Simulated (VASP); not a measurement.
# CdS (P6_3mc) in VASP: further runs, part 2 of 2

VASP 6.6.1.

## (3) Relaxation of cell and atoms, r2SCAN, target pressure -2 GPa, at which the enthalpy is minimised

Contents of POSCAR:

```
CdS
1.0
    4.1637941282      0.0000000000      0.0000000000
   -2.0818970641      3.6059514912      0.0000000000
    0.0000000000      0.0000000000      6.7662481659
Cd S
2 2
Direct
    0.3333333333      0.6666666667     -0.0009613669
    0.6666666667      0.3333333333      0.4990386331
    0.3333333333      0.6666666667      0.3759613669
    0.6666666667      0.3333333333      0.8759613669
```

Contents of INCAR.step1:

```
SYSTEM = CdS
ALGO = Normal ; EDIFF = 1E-4
ENCUT = 600 ; GGA = PE
ISMEAR = 0 ; LASPH = .True.
LCHARG = .False. ; LREAL = .False.
LWAVE = .True. ; NELM = 60
PREC = Accurate ; SIGMA = 0.01
```

Contents of INCAR.step2:

```
SYSTEM = CdS
ALGO = Normal ; EDIFF = 1E-6
EDIFFG = -0.002 ; ENCUT = 600
IBRION = 2 ; ISIF = 3
ISMEAR = 0 ; ISTART = 1
LASPH = .True. ; LCHARG = .False.
LMIXTAU = .True. ; LREAL = .False.
LWAVE = .False. ; METAGGA = R2SCAN
NELM = 60 ; NSW = 100
PREC = Accurate ; PSTRESS = -20.0
SIGMA = 0.01
```

Contents of KPOINTS:

```
k-points
0
Gamma
  6 6 4
  0 0 0
```

Potentials or basis: VASP PAW PBE potentials, release 64 (Cd, S).

Launch:

```bash
$ cat potpaw_PBE.64/Cd/POTCAR potpaw_PBE.64/S/POTCAR > POTCAR
$ cp INCAR.step1 INCAR
$ mpirun -np 1 vasp_std > vasp.out
$ cp INCAR.step2 INCAR
$ mpirun -np 1 vasp_std > vasp.out
```

OUTCAR:

```text
SYSTEM = CdS
   EDIFF = 1E-6
   EDIFFG = -0.002
   ENCUT = 600
   IBRION = 2
   ISIF = 3
   ISMEAR = 0
   ISTART = 1
   LASPH = .True.
   LREAL = .False.
   METAGGA = R2SCAN
   NELM = 60
   NSW = 100
   PREC = Accurate
   PSTRESS = -20.0

 ion  position               nearest neighbor table
   1  0.333  0.667  0.999-   4 2.54   4 2.54   4 2.54   3 2.55
   2  0.667  0.333  0.499-   3 2.54   3 2.54   3 2.54   4 2.55
   3  0.333  0.667  0.376-   2 2.54   2 2.54   2 2.54   1 2.55
   4  0.667  0.333  0.876-   1 2.54   1 2.54   1 2.54   2 2.55

  LATTYP: Found a hexagonal cell.
 ALAT       =     4.1637941282
 C/A-ratio  =     1.6250198635

  Lattice vectors:

 A1 = (   4.1637941282,   0.0000000000,   0.0000000000)
 A2 = (  -2.0818970641,   3.6059514912,   0.0000000000)
 A3 = (   0.0000000000,   0.0000000000,   6.7662481659)

Analysis of symmetry for initial positions (statically):
=====================================================================
 Subroutine PRICEL returns:
 Original cell was already a primitive cell.

 Routine SETGRP: Setting up the symmetry group for a
 hexagonal supercell.

 Subroutine GETGRP returns: Found 12 space group operations
 (whereof  6 operations were pure point group operations)
 out of a pool of 24 trial point group operations.

The static configuration has the point symmetry C_3v.
 The point group associated with its full space group is C_6v.

Analysis of symmetry for dynamics (positions and initial velocities):
=====================================================================
 Subroutine PRICEL returns:
 Original cell was already a primitive cell.

 Routine SETGRP: Setting up the symmetry group for a
 hexagonal supercell.

 Subroutine GETGRP returns: Found 12 space group operations
 (whereof  6 operations were pure point group operations)
 out of a pool of 24 trial point group operations.

The dynamic configuration has the point symmetry C_3v.
 The point group associated with its full space group is C_6v.

 Subroutine INISYM returns: Found 12 space group operations
 (whereof  6 operations are pure point group operations),
[... 104 lines left out ...]
   POTIM  = 0.5000    time-step for ionic-motion
   TEBEG  =    0.0;   TEEND  =   0.0 temperature during run
   PSTRESS=  -20.0 pullay stress
   NELECT =      36.0000    total number of electrons
   NUPDOWN=      -1.0000    fix difference up-down
   EMIN   =  10.00;   EMAX   =-10.00  energy-range for DOS
   EFERMI =   0.00;   METHOD = LEGACY
   ISMEAR =     0;   SIGMA  =   0.01  broadening in eV -4-tet -1-fermi 0-gaus
   EFERMI_NEDOS =   21; number of points for ismear=-14 and -15
   IALGO  =     38    algorithm
   IMIX   =      4    mixing-type and parameters
     AMIX     =   0.40;   BMIX     =  1.00
     AMIX_MAG =   1.60;   BMIX_MAG =  1.00
  volume/ion in A,a.u.               =      25.40       171.39
  Fermi-wavevector in a.u.,A,eV,Ry     =   1.158484  2.189217 18.260172  1.342085
  Thomas-Fermi vector in A             =   2.295086
   LORBIT       =      0    0 simple, 1 ext, 2 COOP (PROOUT), +10 PAW based schemes
   METAGGA = R2SCAN    functional components
   LHFCALC =     F    Hartree Fock is set to
   AEXX    =    0.0000 exact exchange contribution
   IVDW    =     0    specifies the selected vdW correction
   LEPSILON=     F    determine dielectric tensor
   LRPA    =     F    only Hartree local field effects (RPA)
 conjugate gradient relaxation of ions
 non-spin polarized calculation
 Gauss-broadening in eV      SIGMA  =   0.01
  energy-cutoff  :      600.00
  volume of cell :      101.59
 maximum number of plane-waves:      3410
 NGX is ok and might be reduce to    36
   NGX = 17   NGY = 17   NGZ = 27

--------------------------------------- Ionic step        1  -------------------------------------------

 number of electron      36.0000008 magnetization

 Free energy of the ion-electron system (eV)
  ---------------------------------------------------
  ext. energy  EPLUGINS =         0.00000000
  ---------------------------------------------------
  free energy    TOTEN  =       -59.38126726 eV

  energy without entropy =      -59.38126726  energy(sigma->0) =      -59.38126726

------------------------ aborting loop because EDIFF is reached ----------------------------------------

  FORCE on cell =-STRESS in cart. coord.  units (eV):
  Direction    XX          YY          ZZ          XY          YZ          ZX
  --------------------------------------------------------------------------------------
  -------------------------------------------------------------------------------------
  Total        0.1976843      0.1976843      0.1888957      0.0000000      0.0000000      0.0000000
  in kB        3.1176376      3.1176376      2.9790347      0.0000000      0.0000000      0.0000000
  external PRESSURE =      23.0714366 kB  Pullay stress =     -20.0000000 kB
[... 147 lines left out ...]
--------------------------------------- Ionic step        5  -------------------------------------------

 number of electron      36.0000000 magnetization

 Free energy of the ion-electron system (eV)
  ---------------------------------------------------
  ext. energy  EPLUGINS =         0.00000000
  ---------------------------------------------------
  free energy    TOTEN  =       -59.35765127 eV

  energy without entropy =      -59.35765127  energy(sigma->0) =      -59.35765127

 E-fermi :   0.6019     XC(G=0):  -9.4140

 val. band max:        0.5207712237   @ k =   0.0000   0.0000   0.0000
 cond. band min:       2.0455640713   @ k =   0.0000   0.0000   0.0000
 fundamental gap:      1.5247928476
 Fermi energy:         0.6018712203

 k-point     1 :       0.0000    0.0000    0.0000
  band No.  band energies     occupation
      1     -11.9729      2.00000
      2     -11.5951      2.00000
      3      -7.2197      2.00000
      4      -7.2150      2.00000
      5      -7.2150      2.00000
      6      -7.1378      2.00000
[... 549 lines left out ...]
  energy  without entropy=      -59.3576512689  energy(sigma->0) =      -59.35765127

  enthalpy is  TOTEN    =       -60.6779663866 eV   P V=       -1.3203151178

 reached required accuracy - stopping structural energy minimisation
```

OUTCAR.step1:

```text
SYSTEM = CdS
   EDIFF = 1E-4
   ENCUT = 600
   GGA = PE
   ISMEAR = 0
   LASPH = .True.
   LREAL = .False.
   NELM = 60
[... 749 lines left out ...]
      2.08190      1.20198      3.37662         0.000000      0.000000      0.003854
     -0.00000      2.40397      2.54385        -0.000000     -0.000000     -0.003854
      2.08190      1.20198      5.92697         0.000000     -0.000000     -0.003854
 -----------------------------------------------------------------------------------
    total drift:                               -0.000000      0.000000      0.000338

  FREE ENERGIE OF THE ION-ELECTRON SYSTEM (eV)
  ---------------------------------------------------
  free  energy   TOTEN  =       -12.2808014070 eV

  energy  without entropy=      -12.2808014070  energy(sigma->0) =      -12.28080141
```

OSZICAR.step1:

```text
N       E                     dE             d eps       ncg     rms          rms(c)
DAV:   1     0.271029723601E+03    0.27103E+03   -0.19079E+04   924   0.167E+03
DAV:   2     0.232203508443E+01   -0.26871E+03   -0.26236E+03  1020   0.379E+02
DAV:   3    -0.131719059701E+02   -0.15494E+02   -0.15444E+02  1116   0.904E+01
DAV:   4    -0.133708521219E+02   -0.19895E+00   -0.19853E+00  1062   0.991E+00
DAV:   5    -0.133741590595E+02   -0.33069E-02   -0.33067E-02  1152   0.126E+00    0.109E+01
DAV:   6    -0.123015959131E+02    0.10726E+01   -0.25898E+00  1172   0.167E+01    0.866E+00
DAV:   7    -0.122856565145E+02    0.15939E-01   -0.84124E-01  1092   0.536E+00    0.400E+00
DAV:   8    -0.122828099752E+02    0.28465E-02   -0.12294E-01  1072   0.378E+00    0.544E-01
DAV:   9    -0.122805809745E+02    0.22290E-02   -0.24546E-02  1170   0.203E+00    0.172E-01
DAV:  10    -0.122807279184E+02   -0.14694E-03   -0.18345E-03  1080   0.463E-01    0.112E-01
DAV:  11    -0.122808014070E+02   -0.73489E-04   -0.17279E-04   814   0.102E-01
   1 F= -.12280801E+02 E0= -.12280801E+02  d E =-.329865E-38
```

Run time: 8.3 min. Hardware: 1 thread of Intel Xeon Platinum 8488C (Sapphire Rapids), shared host; peak memory 0.31 GiB.

What came out:

| Quantity | Value |
| --- | --- |
| Free energy | -59.3577 eV |
| Relaxed volume | 26.44 Å³/atom |
| Relaxed cell | a = 4.220 Å, b = 4.220 Å, c = 6.857 Å, α = 90.00°, β = 90.00°, γ = 120.00° |
| Space group after relaxing (to 0.1 Å) | P6_3mc (No. 186) |
| Energy change on relaxing (the run minimises the enthalpy) | +5.9 meV/atom |
| Ionic steps | 5 |
| Pressure after relaxing | -2.0 GPa |
| Band gap on the k mesh | 1.52 eV |

Step by step:
```tsv
step	energy change (eV)	largest force (eV/Å)	pressure (GPa)	volume (Å³)
1	0.0000	0.0020	0.31	101.59
2	0.0422	0.0025	-2.60	107.06
3	0.0233	0.0015	-1.98	105.74
4	0.0244	0.0016	-2.02	105.83
5	0.0236	0.0009	-1.99	105.77
```

Final structure:
```
Cd S
1.0
     4.22019    0.00000    0.00000
    -2.11010    3.65479    0.00000
     0.00000    0.00000    6.85746
Cd S
2 2
Direct
  0.33333 0.66667 0.99904
  0.66667 0.33333 0.49904
  0.33333 0.66667 0.37596
  0.66667 0.33333 0.87596
```

Levels at points of the mesh, in eV from the valence-band top:
| k point | band 14 | band 15 | band 16 | band 17 | band 18 | band 19 | band 20 | band 21 | band 22 |
| --- | --- | --- | --- | --- | --- | --- | --- | --- | --- |
| (0.00, 0.00, 0.00) | -0.69 | -0.69 | -0.03 | 0.00 | 0.00 | 1.52 | 3.16 | 6.99 | 6.99 |
| (0.50, 0.00, 0.00) | -3.29 | -2.43 | -1.72 | -1.17 | -0.69 | 4.05 | 4.24 | 5.44 | 6.68 |
| (0.00, 0.00, 0.50) | -2.31 | -0.35 | -0.35 | -0.35 | -0.35 | 3.16 | 3.16 | 6.57 | 6.57 |
| (0.50, 0.00, 0.50) | -3.87 | -1.23 | -1.23 | -1.21 | -1.21 | 3.84 | 3.84 | 5.76 | 5.76 |

Caveat: the cell is relaxed towards a set pressure, so the run minimises the enthalpy, not the energy; the PAW data sets were made with another functional, which shifts forces and pressure a little. Zero-point motion and thermal expansion aren't in these numbers.
